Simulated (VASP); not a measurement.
# K3Na5Cl8 (P1) in VASP: single point with PBEsol

Aim: the single point of K3Na5Cl8 with PBEsol.

Program: VASP 6.6.1. These are calculated values, not measurements. Logs are shortened: lines on timing, memory, paths and dates and some standing lists are left out, and cuts for length are marked.

### Step 1. The cell of the first run

The typed cell holds 64 atoms: a = 11.730 Å, b = 11.730 Å, c = 11.730 Å, α = 90.00°, β = 90.00°, γ = 90.00°.

### Step 2. Single point, PBEsol

Contents of INCAR:

```
SYSTEM = K3Na5Cl8
ALGO = Normal
EDIFF = 1E-6
ENCUT = 500
GGA = PS
GGA_COMPAT = .FALSE.
ISIF = 2
ISMEAR = -1
ISYM = -1
LASPH = .TRUE.
LCHARG = .FALSE.
LREAL = Auto
LWAVE = .FALSE.
NBANDS = 274
NELM = 120
PREC = Accurate
SIGMA = 0.05
```

Contents of KPOINTS:

```
explicit points
1
Reciprocal
  0.25000000   0.25000000   0.25000000 1
```

Contents of POSCAR:

```
K3Na5Cl8
1.0
   11.7295941965      0.0000000000      0.0000000000
    0.0000000000     11.7295941965      0.0000000000
    0.0000000000      0.0000000000     11.7295941965
Cl K Na
32 12 20
Direct
    0.2596970000      0.0057450000      0.0111130000
    0.2599360000      0.0117350000      0.4879100000
    0.2402070000      0.4962670000      0.0005880000
    0.2397220000      0.4891930000      0.5013820000
    0.7379150000      0.0111070000      0.0099710000
    0.7385700000      0.9919320000      0.4890700000
    0.7623050000      0.4892310000      0.9898420000
    0.7617080000      0.5076020000      0.5109840000
    0.0024960000      0.2599610000      0.0120330000
    0.0097910000      0.2600310000      0.4868440000
    0.0098380000      0.7386710000      0.0018830000
    0.9908490000      0.7391260000      0.4976320000
    0.4974940000      0.2395080000      0.0119750000
    0.4899500000      0.2386570000      0.4866230000
    0.4895870000      0.7615940000      0.0019220000
    0.5089180000      0.7604690000      0.4975420000
    0.0022090000      0.9967790000      0.2495890000
    0.9992990000      0.9825630000      0.7492650000
    0.0108210000      0.5026930000      0.2505320000
    0.0019990000      0.5102190000      0.7497520000
    0.4976250000      0.9973280000      0.2498570000
    0.4993980000      0.9861860000      0.7481150000
    0.4875310000      0.5048340000      0.2502830000
    0.4993850000      0.5134380000      0.7500570000
    0.2499980000      0.2510800000      0.2466780000
    0.2500780000      0.2629550000      0.7554220000
    0.2495860000      0.7506180000      0.2402000000
    0.2497410000      0.7383240000      0.7610480000
    0.7497600000      0.2397890000      0.2405810000
    0.7500320000      0.2613090000      0.7613800000
    0.7497350000      0.7599730000      0.2582240000
    0.7502130000      0.7393100000      0.7407660000
    0.0007110000      0.9997790000      0.0022380000
    0.9993090000      0.9982040000      0.4966660000
    0.4984130000      0.4998320000      0.0000020000
    0.4992090000      0.5008890000      0.5002930000
    0.2500130000      0.7488360000      0.4993380000
    0.7498000000      0.2498490000      0.4976300000
    0.7497230000      0.7502660000      0.9996950000
    0.2513870000      0.9997340000      0.7515050000
    0.7473200000      0.9975080000      0.7496200000
    0.7521740000      0.5001840000      0.2504410000
    0.0011250000      0.2537390000      0.7508940000
    0.4989420000      0.2493300000      0.7508100000
    0.0039970000      0.4994860000      0.0003640000
    0.0024560000      0.5015970000      0.4996790000
    0.4971740000      0.0001050000      0.0070050000
    0.4993180000      0.9975050000      0.4921860000
    0.2501240000      0.2528070000      0.0063970000
    0.2500150000      0.2524220000      0.4894040000
    0.2499110000      0.7465310000      0.0021100000
    0.7501000000      0.2501630000      0.0044510000
    0.7498570000      0.7499380000      0.4993920000
    0.2526390000      0.0020050000      0.2477480000
    0.2469110000      0.4984930000      0.2471130000
    0.2454190000      0.5015260000      0.7534970000
    0.7446210000      0.9995190000      0.2496890000
    0.7564930000      0.5036520000      0.7502840000
    0.0052490000      0.2523090000      0.2478650000
    0.0031500000      0.7476890000      0.2498220000
    0.9997950000      0.7418510000      0.7497050000
    0.4942480000      0.2404210000      0.2477010000
    0.4962930000      0.7566620000      0.2499290000
    0.4998770000      0.7497410000      0.7496800000
```

Potentials or basis: VASP PAW PBE potentials, release 64 (Cl, K_sv, Na_pv).

Launch:

```bash
> cat potpaw_PBE.64/Cl/POTCAR potpaw_PBE.64/K_sv/POTCAR potpaw_PBE.64/Na_pv/POTCAR > POTCAR
> mpirun -np 1 vasp_std > vasp.out
```

OUTCAR:

```text
SYSTEM = K3Na5Cl8
   EDIFF = 1E-6
   ENCUT = 500
   GGA = PS
   ISIF = 2
   ISMEAR = -1
   ISYM = -1
   LASPH = .TRUE.
   LREAL = Auto
   NELM = 120
   PREC = Accurate

 ion  position               nearest neighbor table
   1  0.260  0.006  0.011-  33 3.04  40 3.05
   2  0.260  0.012  0.488-  34 3.06  37 3.09  40 3.10
   3  0.240  0.496  0.001-  35 3.03
   4  0.240  0.489  0.501-  36 3.05  37 3.05
   5  0.738  0.011  0.010-  41 3.06  39 3.07  33 3.09
   6  0.739  0.992  0.489-  38 3.03  41 3.06  34 3.06
   7  0.762  0.489  0.990-  42 3.06  39 3.07  35 3.10
   8  0.762  0.508  0.511-  38 3.03  42 3.06  36 3.08
   9  0.002  0.260  0.012-  33 3.05  43 3.06
  10  0.010  0.260  0.487-  38 3.05  34 3.08  43 3.10
  11  0.010  0.739  0.002-  39 3.05  33 3.06
  12  0.991  0.739  0.498-  34 3.04  37 3.04
  13  0.497  0.240  0.012-  35 3.06  44 3.07
  14  0.490  0.239  0.487-  38 3.05  36 3.08  44 3.10
  15  0.490  0.762  0.002-  39 3.05  35 3.07
  16  0.509  0.760  0.498-  37 3.04  36 3.05
  17  0.002  0.997  0.250-  34 2.90  33 2.90
  18  0.999  0.983  0.749-  41 2.96  40 2.96  34 2.97  33 2.97  43 3.18
  19  0.011  0.503  0.251-  42 3.03
  20  0.002  0.510  0.750-  61 2.72  43 3.01
  21  0.498  0.997  0.250-
  22  0.499  0.986  0.748-  41 2.91  40 2.91  44 3.09
  23  0.488  0.505  0.250-  36 2.94  35 2.94  42 3.10
  24  0.499  0.513  0.750-  36 2.93  35 2.94  44 3.10
  25  0.250  0.251  0.247-
  26  0.250  0.263  0.755-  43 2.92  44 2.92  40 3.09
  27  0.250  0.751  0.240-  37 3.04
  28  0.250  0.738  0.761-  40 3.07  37 3.07
  29  0.750  0.240  0.241-  38 3.02  42 3.06
  30  0.750  0.261  0.761-  43 2.95  44 2.95  38 3.10  41 3.10
  31  0.750  0.760  0.258-  39 3.03  42 3.05
  32  0.750  0.739  0.741-  41 3.03  39 3.04
  33  0.001  1.000  0.002-  17 2.90  18 2.97   1 3.04   9 3.05  11 3.06   5 3.09
  34  0.999  0.998  0.497-  17 2.90  18 2.97  12 3.04   6 3.06   2 3.06  10 3.08
  35  0.498  0.500  0.000-  24 2.94  23 2.94   3 3.03  13 3.06  15 3.07   7 3.10
  36  0.499  0.501  0.500-  24 2.93  23 2.94   4 3.05  16 3.05  14 3.08   8 3.08
  37  0.250  0.749  0.499-  27 3.04  16 3.04  12 3.04   4 3.05  28 3.07   2 3.09
  38  0.750  0.250  0.498-  29 3.02   6 3.03   8 3.03  14 3.05  10 3.05  30 3.10
  39  0.750  0.750  1.000-  31 3.03  32 3.04  11 3.05  15 3.05   5 3.07   7 3.07
  40  0.251  1.000  0.752-  22 2.91  18 2.96   1 3.05  28 3.07  26 3.09   2 3.10
  41  0.747  0.998  0.750-  22 2.91  18 2.96  32 3.03   6 3.06   5 3.06  30 3.10
  42  0.752  0.500  0.250-  19 3.03  31 3.05  29 3.06   8 3.06   7 3.06  23 3.10
  43  0.001  0.254  0.751-  26 2.92  30 2.95  20 3.01   9 3.06  10 3.10  18 3.18
  44  0.499  0.249  0.751-  26 2.92  30 2.95  13 3.07  22 3.09  24 3.10  14 3.10
  45  0.004  0.499  0.000-
  46  0.002  0.502  0.500-
  47  0.497  0.000  0.007-
  48  0.499  0.998  0.492-
  49  0.250  0.253  0.006-
  50  0.250  0.252  0.489-
[... 8 lines left out ...]
  59  0.005  0.252  0.248-
  60  0.003  0.748  0.250-
  61  1.000  0.742  0.750-  20 2.72
  62  0.494  0.240  0.248-
  63  0.496  0.757  0.250-
  64  0.500  0.750  0.750-

IMPORTANT INFORMATION: All symmetrisations will be switched off!
NOSYMM: (Re-)initialisation of all symmetry stuff for point group C_1.

----------------------------------------------------------------------------------------

                                     Primitive cell

  volume of cell :    1613.7972

  direct lattice vectors                    reciprocal lattice vectors
    11.729594197  0.000000000  0.000000000     0.085254441  0.000000000  0.000000000
     0.000000000 11.729594197  0.000000000     0.000000000  0.085254441  0.000000000
     0.000000000  0.000000000 11.729594197     0.000000000  0.000000000  0.085254441

  length of vectors
    11.729594197 11.729594197 11.729594197     0.085254441  0.085254441  0.085254441

  position of ions in fractional coordinates (direct lattice)
     0.259697000  0.005745000  0.011113000
     0.259936000  0.011735000  0.487910000
     0.240207000  0.496267000  0.000588000
     0.239722000  0.489193000  0.501382000
     0.737915000  0.011107000  0.009971000
     0.738570000  0.991932000  0.489070000
[... 56 lines left out ...]
     0.496293000  0.756662000  0.249929000
     0.499877000  0.749741000  0.749680000

  ion indices of the primitive-cell ions
   primitive index   ion index
                 1           1
                 2           2
                 3           3
                 4           4
                 5           5
                 6           6
[... 56 lines left out ...]
                63          63
                64          64

----------------------------------------------------------------------------------------

 KPOINTS: explicit points

Read explicit list of k-points.

 Found      1 k-points:

 Following reciprocal coordinates:
            Coordinates               Weight
  0.250000  0.250000  0.250000      1.000000
   k-points           NKPTS =      1   k-points in BZ     NKDIM =      1   number of bands    NBANDS=    274
   number of dos      NEDOS =    301   number of ions     NIONS =     64
   total plane-waves  NPLWV = 729000
   dimension x,y,z NGX =    90 NGY =   90 NGZ =   90
   dimension x,y,z NGXF=   180 NGYF=  180 NGZF=  180
   ions per type =              32  12  20
   NGX,Y,Z   is equivalent  to a cutoff of  12.76, 12.76, 12.76 a.u.
   NGXF,Y,Z  is equivalent  to a cutoff of  25.51, 25.51, 25.51 a.u.
 SYSTEM =  K3Na5Cl8
   PREC   = accura    normal or accurate (medium, high low for compatibility)
   ISTART =      0    job   : 0-new  1-cont  2-samecut
   ICHARG =      2    charge: 1-file 2-atom 10-const
   ISPIN  =      1    spin polarized calculation?
   LNONCOLLINEAR =      F non collinear calculations
   LSORBIT =      F    spin-orbit coupling
   LASPH  =      T    aspherical Exc in radial PAW
   ENCUT  =  500.0 eV  36.75 Ry    6.06 a.u.  21.39 21.39 21.39*2*pi/ulx,y,z
   NELM   =    120;   NELMIN=  2; NELMDL= -5     # of ELM steps
   EDIFF  = 0.1E-05   stopping-criterion for ELM
   LREAL  =      T    real-space projection
   EDIFFG = 0.1E-04   stopping-criterion for IOM
   NSW    =      0    number of steps for IOM
   IBRION =     -1    ionic relax: 0-MD 1-quasi-New 2-CG
   NFREE  =      0    steps in history (QN), initial steepest desc. (CG)
   ISIF   =      2    stress and relaxation
   ISYM   =     -1    0-nonsym 1-usesym 2-fastsym
   POTIM  = 0.5000    time-step for ionic-motion
   TEBEG  =    0.0;   TEEND  =   0.0 temperature during run
   PSTRESS=    0.0 pullay stress
   NELECT =     472.0000    total number of electrons
   NUPDOWN=      -1.0000    fix difference up-down
   EMIN   =  10.00;   EMAX   =-10.00  energy-range for DOS
   EFERMI =   0.00;   METHOD = LEGACY
   ISMEAR =    -1;   SIGMA  =   0.05  broadening in eV -4-tet -1-fermi 0-gaus
   EFERMI_NEDOS =   21; number of points for ismear=-14 and -15
   IALGO  =     38    algorithm
   IMIX   =      4    mixing-type and parameters
     AMIX     =   0.40;   BMIX     =  1.00
     AMIX_MAG =   1.60;   BMIX_MAG =  1.00
  volume/ion in A,a.u.               =      25.22       170.16
  Fermi-wavevector in a.u.,A,eV,Ry     =   1.086690  2.053547 16.067067  1.180896
  Thomas-Fermi vector in A             =   2.222833
   LORBIT       =      0    0 simple, 1 ext, 2 COOP (PROOUT), +10 PAW based schemes
   GGA     = PS    functional components
   LHFCALC =     F    Hartree Fock is set to
   AEXX    =    0.0000 exact exchange contribution
   IVDW    =     0    specifies the selected vdW correction
   LEPSILON=     F    determine dielectric tensor
   LRPA    =     F    only Hartree local field effects (RPA)
 non-spin polarized calculation
  energy-cutoff  :      500.00
  volume of cell :     1613.80
 maximum number of plane-waves:     40987
 NGX is ok and might be reduce to    90
   NGX = 43   NGY = 43   NGZ = 43

 number of electron     472.0000037 magnetization

 Free energy of the ion-electron system (eV)
  ---------------------------------------------------
  ext. energy  EPLUGINS =         0.00000000
  ---------------------------------------------------
  free energy    TOTEN  =      -222.85193191 eV

  energy without entropy =     -222.85193191  energy(sigma->0) =     -222.85193191

 E-fermi :   0.0193     XC(G=0):  -8.1482

 val. band max:       -1.2226214621   @ k =   0.2500   0.2500   0.2500
 cond. band min:       4.1972168495   @ k =   0.2500   0.2500   0.2500
 fundamental gap:      5.4198383116
 Fermi energy:         0.0192582290

 k-point     1 :       0.2500    0.2500    0.2500
  band No.  band energies     occupation
      1     -28.2062      2.00000
      2     -28.1719      2.00000
      3     -28.1495      2.00000
      4     -28.1378      2.00000
      5     -28.1267      2.00000
      6     -28.1213      2.00000
[... 240 lines left out ...]
    247       5.9038      0.00000
    248       6.0434      0.00000
 [bands above 248 left out]

------------------------ aborting loop because EDIFF is reached ----------------------------------------

  FORCE on cell =-STRESS in cart. coord.  units (eV):
  Direction    XX          YY          ZZ          XY          YZ          ZX
  --------------------------------------------------------------------------------------
  -------------------------------------------------------------------------------------
  Total        1.0188786     -1.3449930      1.0648816      0.1984159      0.2558317     -0.0886303
  in kB        1.0115423     -1.3353086      1.0572141      0.1969873      0.2539896     -0.0879921
  external PRESSURE =       0.2444826 kB  Pullay stress =       0.0000000 kB

 VOLUME and BASIS-vectors are now :
 -----------------------------------------------------------------------------
  energy-cutoff  :      500.00
  volume of cell :     1613.80
      direct lattice vectors                 reciprocal lattice vectors
    11.729594197  0.000000000  0.000000000     0.085254441  0.000000000  0.000000000
     0.000000000 11.729594197  0.000000000     0.000000000  0.085254441  0.000000000
     0.000000000  0.000000000 11.729594197     0.000000000  0.000000000  0.085254441

 POSITION                                       TOTAL-FORCE (eV/Angst)
 -----------------------------------------------------------------------------------
      3.04614      0.06739      0.13035         0.005749      0.001467      0.000436
      3.04894      0.13765      5.72299        -0.000020      0.003694     -0.001757
      2.81753      5.82101      0.00690         0.001231     -0.001721     -0.002777
      2.81184      5.73804      5.88101         0.001255     -0.005097      0.000393
      8.65544      0.13028      0.11696        -0.004713      0.004515      0.001584
      8.66313     11.63496      5.73659        -0.004656     -0.001094     -0.002912
[... 56 lines left out ...]
      5.82132      8.87534      2.93157        -0.000654     -0.001808     -0.002491
      5.86335      8.79416      8.79344        -0.001694      0.001658      0.001338
 -----------------------------------------------------------------------------------
    total drift:                                0.001572     -0.008086     -0.006870

  FREE ENERGIE OF THE ION-ELECTRON SYSTEM (eV)
  ---------------------------------------------------
  free  energy   TOTEN  =      -222.8519319140 eV

  energy  without entropy=     -222.8519319139  energy(sigma->0) =     -222.85193191
```

Wall time 20 min (1 thread of Intel Xeon Platinum 8488C (Sapphire Rapids), shared host); peak memory 1.4 GiB.

What came out:

- Free energy: -222.8519 eV
- Pressure: 0.0 GPa
- Largest force: 0.009 eV/Å
- Band gap on the k mesh: 5.42 eV

Forces in eV/Å, atoms in the order of the input:
```
Cl   0.006  0.001  0.000
Cl   0.000  0.004 -0.002
Cl   0.001 -0.002 -0.003
Cl   0.001 -0.005  0.000
Cl  -0.005  0.005  0.002
Cl  -0.005 -0.001 -0.003
Cl   0.006 -0.005 -0.005
Cl   0.002  0.001  0.004
Cl  -0.002  0.000  0.000
Cl   0.001 -0.001 -0.001
Cl   0.000 -0.001  0.000
Cl  -0.003 -0.001 -0.001
Cl   0.001 -0.003  0.001
Cl   0.000 -0.002 -0.003
Cl  -0.002  0.003 -0.001
Cl   0.003  0.003 -0.001
Cl   0.001 -0.001  0.001
Cl  -0.002 -0.003  0.000
Cl   0.002  0.003  0.002
Cl   0.000  0.001 -0.004
Cl   0.002 -0.001  0.004
Cl  -0.002 -0.004 -0.002
Cl  -0.006  0.003  0.002
Cl  -0.002  0.006 -0.001
Cl   0.002 -0.002  0.004
Cl   0.002  0.002  0.001
Cl   0.002  0.000 -0.002
Cl   0.001  0.000  0.005
Cl  -0.001 -0.003 -0.003
Cl   0.000  0.004  0.006
Cl   0.000  0.006  0.006
Cl  -0.002 -0.004 -0.006
K   -0.004 -0.002 -0.002
K   -0.002  0.001  0.002
K    0.005  0.002  0.000
K    0.003 -0.001 -0.002
K   -0.001 -0.001  0.001
K    0.002  0.002  0.001
K    0.001 -0.002  0.000
K    0.001  0.002 -0.001
K    0.003  0.003  0.001
K   -0.002 -0.001 -0.001
K    0.001 -0.006 -0.002
K   -0.002 -0.003 -0.001
Na   0.003  0.002  0.004
Na   0.000  0.001 -0.002
Na  -0.001 -0.002  0.003
Na   0.001  0.000 -0.001
Na  -0.002  0.002  0.002
Na  -0.001  0.001  0.001
Na  -0.002 -0.002  0.001
Na  -0.001  0.001  0.001
Na   0.001 -0.002  0.000
Na   0.000 -0.001 -0.003
Na  -0.003  0.002 -0.001
Na  -0.001  0.000  0.001
Na   0.001  0.001 -0.001
Na  -0.002  0.001  0.001
Na   0.002 -0.001 -0.001
Na   0.000  0.001 -0.001
Na   0.002 -0.003  0.002
Na   0.001  0.002  0.001
Na  -0.001 -0.002 -0.002
Na  -0.002  0.002  0.001
```

Stress tensor (GPa, compression positive):
```
 0.10  0.02 -0.01
 0.02 -0.13  0.03
-0.01  0.03  0.11
```

Caveat: the PAW data sets were made with another functional, which shifts forces and pressure a little; a shifted mesh leaves out Γ, where band edges can lie. A k mesh can miss the band edges.
